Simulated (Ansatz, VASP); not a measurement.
One calculation of Ge, two programs

INCAR

```
SYSTEM = Ge
PREC = Accurate ; ENCUT = 520
EDIFF = 1E-6 ; ISMEAR = 0
SIGMA = 0.1 ; LREAL = .FALSE.
LASPH = .TRUE. ; NELM = 80
ALGO = Normal ; ISIF = 2
LWAVE = .FALSE. ; LCHARG = .FALSE.
GGA = PE ; NBANDS = 28
```

The input KPOINTS:

```
regular mesh
0
G
  4 4 8
  0 0 0
```

File POSCAR:

```
Ge
1.0
    4.9390283200      0.0000000000      0.0000000000
    0.0000000000      4.9390283200      0.0000000000
    0.0000000000      0.0000000000      2.3073144500
Ge
3
Direct
    0.0000000000      0.0000000000      0.0000000000
    0.0000000000      0.5000000000      0.0000000000
    0.5000000000      0.0000000000      0.0000000000
```

Input for Ansatz:

```yaml
crystal:
  lattice:
    - [4.93902832, 0.0, 0.0]
    - [0.0, 4.93902832, 0.0]
    - [0.0, 0.0, 2.30731445]
  atoms:
    - { symbol: Ge, position: [0.0, 0.0, 0.0] }
    - { symbol: Ge, position: [0.0, 0.5, 0.0] }
    - { symbol: Ge, position: [0.5, 0.0, 0.0] }
basis:
  ecutwfc: 420
kpoints:
  mp_grid: { grid: [4, 4, 8] }
hamiltonian:
  xc: pbe
scf:
  occupations: { method: gaussian, width: 0.1 }
  lower_state_search: "off"
output:
  forces: true
  stress: true
  eigenvalues: true
```

Alike in both runs: task single point; functional PBE; k mesh 4 × 4 × 8; occupations gaussian, width 0.1 eV; no spin polarisation.

```csv
,VASP,Ansatz
version,VASP 6.6.1,Ansatz 0.2.0
potentials or method,"VASP PAW PBE potentials, release 64 (Ge_d), cutoff 520 eV","scalar-relativistic, plane waves, PAW"
valence electrons in the cell,42,42
```

Ansatz gave:

| Property | Result |
| --- | --- |
| gap on the k mesh at the Fermi level (eV) | none |
| pressure (GPa) | 25.2 |
| traceless stress, the component that is largest in VASP (GPa) | 24.51 |

Which values does VASP return?

gap on the k mesh at the Fermi level (eV): none; pressure (GPa): 25.3; traceless stress, the component that is largest in VASP (GPa): 24.44.

A gap of «none» marks a metal or a gap that the smearing closes. With one functional, cell and mesh, what is left measures potentials, basis and numerics.
